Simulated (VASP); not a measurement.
# Li2GeS3 in VASP: further runs, part 2 of 2

VASP 6.6.1. The steps go on from the part before.

## (4) Single point, PBE+D3(BJ)

File INCAR:

```
SYSTEM = Li2GeS3
PREC = Accurate ; ENCUT = 650
EDIFF = 1E-6 ; ISMEAR = -1
SIGMA = 0.1551 ; LREAL = Auto
LASPH = .TRUE. ; NELM = 120
ALGO = Normal ; ISIF = 2
LWAVE = .FALSE. ; LCHARG = .FALSE.
GGA = PE ; IVDW = 12
NBANDS = 94 ; ISYM = -1
GGA_COMPAT = .FALSE.
```

File KPOINTS:

```
explicit points
1
Reciprocal
  0.25000000   0.25000000   0.25000000 1
```

File POSCAR:

```
Li2GeS3
1.0
    8.1492130000      0.2608840000     -0.3825630000
    0.2608840000      8.1074400000     -0.0781450000
   -0.3825630000     -0.0781450000      8.2274370000
Ge S Li
4 12 8
Direct
    0.3847344892      0.4815521516      0.4384573316
    0.1726926182      0.2609143975      0.2711953871
    0.9254478326      0.4243023787      0.3492815817
    0.4172537591      0.3872482148      0.8057904742
    0.5799641887      0.4061482818      0.0814409515
    0.1738194697      0.3111938412      0.5565054027
    0.9554270623      0.6891255500      0.2131765651
    0.7597699663      1.0686261940      0.7662496439
    0.1771738626      0.3107876845      0.9172478219
    0.5279257740      0.0441147508      0.7922078547
    0.1928130162      0.5692030252      0.2521108939
    0.7385569230      0.3892228389      0.5089192869
    1.1482393141      0.0398505608      0.5088655190
    0.9093201184      0.8846637908      0.9831425369
    0.6340337333      0.8918990649      0.2940355909
    0.4188606658      0.6675643047      0.7202072049
    0.6423607877      0.7258700816      0.0186420859
    0.7080553434      0.6534302644      0.5069290818
    0.1754774452      0.6101123207     -0.0612797880
   -0.0972785017      0.0013271503      0.3614228288
    0.5810600563      0.0903781908      0.0680917620
    0.4751937963      1.0681265029      0.4411157825
    0.8076640518      0.3595529696      0.8100679044
   -0.0286632536      1.1258440649      0.9545898175
```

Potentials or basis: VASP PAW PBE potentials, release 64 (Ge_d, S, Li_sv).

On the command line:

```sh
$ cat potpaw_PBE.64/Ge_d/POTCAR potpaw_PBE.64/S/POTCAR potpaw_PBE.64/Li_sv/POTCAR > POTCAR
$ mpirun -np 1 vasp_std > vasp.out
```

OUTCAR:

```text
SYSTEM = Li2GeS3
   PREC = Accurate
   ENCUT = 650
   EDIFF = 1E-6
   ISMEAR = -1
   LREAL = Auto
   LASPH = .TRUE.
   NELM = 120
   ISIF = 2
   GGA = PE
   IVDW = 12
   ISYM = -1
 IVDW          = 12

 ion  position               nearest neighbor table
   1  0.385  0.482  0.438-  11 2.18   6 2.55  16 2.74   2 2.82
   2  0.173  0.261  0.271-   6 2.38   3 2.47  11 2.53  13 2.71   1 2.82
   3  0.925  0.424  0.349-  12 2.14   2 2.47   7 2.48   6 2.65  11 2.74
   4  0.417  0.387  0.806-   9 2.36  16 2.40   5 2.53   6 2.81
   5  0.580  0.406  0.081-   4 2.53  21 2.56
   6  0.174  0.311  0.557-  13 2.25   2 2.38   1 2.55   3 2.65   4 2.81
   7  0.955  0.689  0.213-  11 2.11   3 2.48  14 2.48
   8  0.760  0.069  0.766-  10 1.95  24 2.28  23 2.43  14 2.52
   9  0.177  0.311  0.917-   4 2.36  24 2.37  19 2.43
  10  0.528  0.044  0.792-   8 1.95  21 2.30
  11  0.193  0.569  0.252-   7 2.11   1 2.18   2 2.53  19 2.60   3 2.74
  12  0.739  0.389  0.509-   3 2.14  18 2.14  23 2.50
  13  0.148  0.040  0.509-   6 2.25  20 2.28   2 2.71
  14  0.909  0.885  0.983-  24 2.08   7 2.48   8 2.52  17 2.64
  15  0.634  0.892  0.294-  22 2.27  20 2.43  21 2.48  17 2.62  18 2.64
  16  0.419  0.668  0.720-   4 2.40   1 2.74
[... 164 lines left out ...]
  band No.  band energies     occupation
      1     -44.2819      2.00000
      2     -44.1769      2.00000
      3     -43.8842      2.00000
      4     -43.7027      2.00000
      5     -43.5660      2.00000
      6     -43.4643      2.00000
[... 80 lines left out ...]
     87       5.6173      0.00000
     88       5.9792      0.00000
 [bands above 88 left out]

------------------------ aborting loop because EDIFF is reached ----------------------------------------

 Edisp (eV)   -5.25708

 E8    (eV) :    -2.0526

  FORCE on cell =-STRESS in cart. coord.  units (eV):
  Direction    XX          YY          ZZ          XY          YZ          ZX
  --------------------------------------------------------------------------------------
  -------------------------------------------------------------------------------------
  Total       5.60908    -2.65014    -2.28205    -2.32073    -0.29316    -0.26712
  in kB      16.58683    -7.83682    -6.74834    -6.86273    -0.86691    -0.78990
  external pressure =        0.67 kB  Pullay stress =        0.00 kB

 VOLUME and BASIS-vectors are now :
 -----------------------------------------------------------------------------
  energy-cutoff  :      650.00
  volume of cell :      541.80
      direct lattice vectors                 reciprocal lattice vectors
     8.149213000  0.260884000 -0.382563000     0.123103270 -0.003906444  0.005687006
     0.260884000  8.107440000 -0.078145000    -0.003906444  0.123478753  0.000991170
    -0.382563000 -0.078145000  8.227437000     0.005687006  0.000991170  0.121818386

 POSITION                                       TOTAL-FORCE (eV/Angst)
 -----------------------------------------------------------------------------------
      3.09318      3.97026      3.42256         1.738029     -0.247570      1.701110
      1.37163      2.13921      2.14479         0.633351     -0.984656     -1.772790
      7.51874      3.65415      2.48649        -0.345923     -0.171889     -0.848536
      3.19305      3.18548      6.43970         0.984505     -0.493098      1.108355
      4.80105      3.43776      0.41644         0.460055     -0.090101     -1.123068
      1.28478      2.52484      4.48780        -0.667479     -0.591305      0.461144
[... 16 lines left out ...]
      6.36573      3.06246      6.32770        -0.126458      0.374038      0.004380
      7.58327      1.19908      7.47240         1.044511      0.989419      0.327280
 -----------------------------------------------------------------------------------
    total drift:                               -0.004026     -0.008339      0.008963

  FREE ENERGIE OF THE ION-ELECTRON SYSTEM (eV)
  ---------------------------------------------------
  free  energy   TOTEN  =       -96.6349774619 eV

  energy  without entropy=      -96.2517613291  energy(sigma->0) =      -96.44336940
```

It took 2.5 min on 1 thread of Intel Xeon Platinum 8259CL at 2.50GHz (Skylake/Cascade Lake), shared host; peak memory 0.68 GiB.

What came out:

```yaml
Free_energy: -96.6350 eV
Pressure: 0.1 GPa
Largest_force: 2.445 eV/Å
Dispersion_energy_per_atom: -0.219 eV
```

Forces in eV/Å, atoms in the order of the input:
```
Ge   1.738 -0.248  1.701
Ge   0.633 -0.985 -1.773
Ge  -0.346 -0.172 -0.849
Ge   0.985 -0.493  1.108
S    0.460 -0.090 -1.123
S   -0.667 -0.591  0.461
S   -0.838  0.558  0.686
S    1.729 -0.379 -0.512
S   -0.775  0.423  0.214
S   -1.607 -0.279 -0.346
S    0.174  1.352 -1.817
S   -0.812 -0.895  1.192
S    0.738  0.989  0.381
S   -0.513 -1.367 -0.357
S   -0.031 -0.274  0.033
S   -0.341 -0.370 -0.177
Li  -0.088 -0.120  0.303
Li  -0.542  1.654 -0.175
Li  -0.049  0.203  0.010
Li  -0.701 -0.358 -0.292
Li   0.128  0.320  0.612
Li  -0.195 -0.242  0.385
Li  -0.126  0.374  0.004
Li   1.045  0.989  0.327
```

Stress tensor (GPa, compression positive):
```
 1.66 -0.69 -0.08
-0.69 -0.78 -0.09
-0.08 -0.09 -0.67
```

Levels at points of the mesh, in eV from the Fermi level:
```
           k point  band 72  band 73  band 74  band 75  band 76  band 77  band 78  band 79  band 80  band 81
(0.25, 0.25, 0.25)    -1.21    -1.08    -0.93    -0.84    -0.21     0.26     0.45     0.81     1.19     1.83
```

Caveat: the atoms stand as in a frame of molecular dynamics.

## (5) Single point, PBE+D3(BJ)

File INCAR:

```
SYSTEM = Li2GeS3
PREC = Accurate
ENCUT = 650
EDIFF = 1E-6
ISMEAR = -1
SIGMA = 0.112
LREAL = Auto
LASPH = .True.
NELM = 120
ALGO = Normal
ISIF = 2
LWAVE = .False.
LCHARG = .False.
GGA = PE
IVDW = 12
NBANDS = 94
ISYM = -1
GGA_COMPAT = .False.
```

KPOINTS is that of step 4.

File POSCAR:

```
Li2GeS3
1.0
    8.1492130000      0.2608840000     -0.3825630000
    0.2608840000      8.1074400000     -0.0781450000
   -0.3825630000     -0.0781450000      8.2274370000
Ge S Li
4 12 8
Direct
    0.3915139520      0.4561984229      0.4557561945
    0.1820880370      0.2685590440      0.2701540823
    0.9138794348      0.4243563177      0.3470459613
    0.4276596284      0.3710355955      0.8397771173
    0.5867076589      0.3916736051      0.0783401898
    0.1512310169      0.2921510791      0.5840693204
    0.9704971986      0.6912333852      0.2534696714
    0.7797982496      0.0633428502      0.7405111561
    0.1364590515      0.3563984945      0.9519021470
    0.5143550231      0.0331855172      0.7405922990
    0.1951928146      0.5964336460      0.2196260945
    0.7327615130      0.3856976452      0.5500322622
    0.1646037012      0.0455197340      0.5192268777
    0.8542466422      0.9078129685      0.9582884928
    0.6231493457      0.9046069643      0.2970680170
    0.3797787841      0.6489927942      0.6868046334
    0.6582153119      0.6782974905     -0.0235837258
    0.6663047430      0.7805158382      0.5425756468
    0.1644708083      0.6445953759      0.8765517562
    0.8915762708     -0.0228556772      0.3335588028
    0.5010313128      0.1246817311      0.0362877645
    0.4976233400     -0.0091118843      0.4832287661
    0.8808063334      0.4208403720      0.8571161936
    1.0681921853      0.1127500854      1.0394113820
```

On the command line:

```sh
$ cat potpaw_PBE.64/Ge_d/POTCAR potpaw_PBE.64/S/POTCAR potpaw_PBE.64/Li_sv/POTCAR > POTCAR
$ mpirun -np 1 vasp_std > vasp.out
```

Run time: 2.7 min. Hardware: 1 thread of Intel Xeon Platinum 8259CL at 2.50GHz (Skylake/Cascade Lake), shared host; peak memory 0.68 GiB.

Results (log left out):

```
Free energy                : -96.8794 eV
Pressure                   : -1.0 GPa
Largest force              : 2.338 eV/Å
Dispersion energy per atom : -0.220 eV
```

Forces on the atoms (eV/Å):
```
Ge   0.631  0.343  0.297
Ge   0.574  0.517  0.189
Ge  -1.582 -0.563  0.741
Ge  -0.605  0.064 -0.876
S    1.155  0.739  0.203
S    0.276  0.451 -0.395
S   -1.662  0.405  0.332
S   -0.919 -0.785  1.147
S    0.302 -0.509 -0.564
S    1.315  0.181  0.847
S    2.027 -0.128  0.392
S    0.393  0.961 -0.345
S   -0.338  0.059 -0.273
S    0.765  0.200 -0.755
S    0.525 -0.693 -1.463
S   -0.003 -0.176 -0.031
Li  -0.339  0.383  0.586
Li   0.361 -0.815  0.412
Li  -0.025  0.104  0.128
Li  -0.069  0.086  0.179
Li   0.587 -0.851  0.566
Li  -1.919  1.335 -0.003
Li  -0.838 -0.591 -0.532
Li  -0.612 -0.716 -0.782
```

Stress tensor (GPa, compression positive):
```
-0.78 -1.06 -0.02
-1.06 -1.47  1.16
-0.02  1.16 -0.82
```

Levels at points of the mesh, in eV from the Fermi level:
```
           k point  band 73  band 74  band 75  band 76  band 77  band 78  band 79  band 80
(0.25, 0.25, 0.25)    -1.10    -0.89    -0.55    -0.28     0.27     1.06     1.19     1.48
```

Caveat: the atoms stand as in a frame of molecular dynamics.

## (6) Single point, PBE+D3(BJ)

File INCAR:

```
SYSTEM = Li2GeS3
PREC     = Accurate       ! precision mode
ENCUT    = 650            ! plane-wave cutoff, eV
EDIFF    = 1E-6           ! SCF threshold, eV
ISMEAR   = -1             ! smearing method
SIGMA    = 0.112          ! smearing width, eV
LREAL    = Auto         
LASPH    = .TRUE.         ! aspherical terms in the spheres
NELM     = 120            ! most SCF steps
ALGO     = Normal         ! electronic algorithm
ISIF     = 2              ! what is computed and relaxed
LWAVE    = .FALSE.        ! write WAVECAR
LCHARG   = .FALSE.        ! write CHGCAR
GGA      = PE             ! functional
IVDW     = 12             ! dispersion correction
ISYM     = -1           
NBANDS   = 94             ! bands
GGA_COMPAT= .FALSE.
```

KPOINTS is that of step 5.

File POSCAR:

```
Li2GeS3
1.0
    8.1492130000      0.2608840000     -0.3825630000
    0.2608840000      8.1074400000     -0.0781450000
   -0.3825630000     -0.0781450000      8.2274370000
Ge S Li
4 12 8
Direct
    0.4347454362      0.4604243469      0.4615253060
    0.1716675263      0.2921294664      0.2784878330
    0.8567377944      0.4120725562      0.3147060975
    0.4049113574      0.3808108379      0.8610904668
    0.6521817034      0.3636390947      0.0829856450
    0.1893161613      0.2768237128      0.5881399940
    0.9319177326      0.7039923754      0.2534182550
    0.8218696499      0.0251207183      0.7523111970
    0.0848941178      0.4220862376      0.9449915299
    0.5570297594      0.0535999992      0.7292460031
    0.1981634766      0.6476391633      0.2482991698
    0.7093834936      0.3572320311      0.5381030295
    0.1787288005      0.0348933568      0.5291865216
    0.8491654484      0.8905793961      0.9732253931
    0.6184861386      0.9014826166      0.2921026647
    0.3524707557      0.6399733850      0.6815637713
    0.5473720038      0.6964888489      0.0255953825
    0.7552966264      0.7916508051      0.5732575157
    0.1201334527      0.6783161206      0.9142126068
    0.9020575340     -0.0677160101      0.3832988534
    0.4841441987      0.0968418301      0.0654655103
    0.4246653061     -0.0290591353      0.4240346547
    0.7844343335      0.4276667215      0.8003410501
    1.0825478292      0.0216050543      0.8750539290
```

Potentials or basis: VASP PAW PBE potentials, release 64 (Ge_d, S, Li_sv).

On the command line:

```sh
$ cat potpaw_PBE.64/Ge_d/POTCAR potpaw_PBE.64/S/POTCAR potpaw_PBE.64/Li_sv/POTCAR > POTCAR
$ mpirun -np 1 vasp_std > vasp.out
```

Run time: 2.7 min. Hardware: 1 thread of Intel Xeon Platinum 8259CL at 2.50GHz (Skylake/Cascade Lake), shared host; peak memory 0.67 GiB.

Results (log left out):

| Quantity | Value |
| --- | --- |
| Free energy | -97.0131 eV |
| Pressure | -2.4 GPa |
| Largest force | 1.962 eV/Å |
| Dispersion energy per atom | -0.221 eV |

Forces in eV/Å, atoms in the order of the input:
```
Ge  -0.191  0.622 -0.214
Ge  -0.152  0.716 -0.842
Ge  -0.245  0.239 -0.831
Ge  -1.515  0.104 -0.550
S    0.060  0.716  0.099
S   -0.002  1.276  0.376
S    0.713 -1.479  0.129
S   -1.727 -0.163 -0.324
S    0.199 -1.944 -0.172
S    0.250  0.018  0.089
S   -0.670  0.057  0.300
S    0.638  0.361 -0.263
S   -0.696 -0.917  0.093
S    1.325 -0.512 -0.630
S    0.593 -0.693 -0.881
S    0.556 -0.718  0.792
Li   0.496  0.090  0.446
Li  -0.797 -0.052 -0.060
Li  -0.127  0.343  0.207
Li   0.078  1.403 -0.032
Li   1.003 -0.052  0.218
Li  -0.656  0.097  1.059
Li   0.662 -0.312  0.906
Li   0.204  0.803  0.085
```

Stress tensor (GPa, compression positive):
```
-2.63 -0.22 -0.28
-0.22 -1.71  0.48
-0.28  0.48 -2.97
```

Levels at points of the mesh, in eV from the Fermi level:
```
           k point  band 74  band 75  band 76  band 77  band 78  band 79
(0.25, 0.25, 0.25)    -0.97    -0.68    -0.40     0.39     0.88     1.00
```

Caveat: the atoms stand as in a frame of molecular dynamics.

## (7) Summary

| cell | smearing | pressure (GPa) | largest force (eV/Å) |
| --- | --- | --- | --- |
| as given, atomic positions A | fermi-dirac 0.1551 eV | -1.8 | 2.22 |
| as given, atomic positions B | fermi-dirac 0.1551 eV | -1.5 | 2.71 |
| as given, atomic positions C | fermi-dirac 0.1551 eV | 0.1 | 2.44 |
| as given, atomic positions D | fermi-dirac 0.112 eV | -1.0 | 2.34 |
| as given, atomic positions E | fermi-dirac 0.112 eV | -2.4 | 1.96 |

Alike in all rows: task single point; level PBE+D3(BJ); potentials or basis VASP PAW PBE potentials, release 64 (Ge_d, S, Li_sv); no spin polarisation; k mesh 1 × 1 × 1, shifted; cutoff (eV) 650.

Caveats: the atoms stand as in a frame of molecular dynamics.

Absolute energies hang on the potentials; compare differences alone.
